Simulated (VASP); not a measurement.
TiB2:

```
Ti B
1.0
     3.00887    0.00000    0.00000
    -1.50443    2.60576    0.00000
     0.00000    0.00000    3.20673
Ti B
1 2
Direct
  0.00000 0.00000 0.00000
  0.66667 0.33333 0.50000
  0.33333 0.66667 0.50000
```

Base run:

* Program: VASP 6.6.1
* Functional: r2SCAN
* Potentials or basis: VASP PAW PBE potentials, release 64 (Ti_sv, B)
* Cutoff: 520 eV
* k mesh: 10 × 10 × 8
* Occupations: fermi-dirac, width 0.05 eV
* Spin: no spin polarisation

Its results: band gap on the k mesh zero (band 9 reaches 10.82 eV, above the bottom of band 10 at 10.15 eV); pressure 5.2 GPa.

Q: The run is repeated on the same cell with these changes: functional from r2SCAN to PBEsol. What comes out?

A: Band gap on the k mesh zero (band 9 reaches 10.51 eV, above the bottom of band 10 at 9.94 eV); pressure 0.6 GPa.

Caveats: the PAW data sets were made with another functional, which shifts forces and pressure a little.
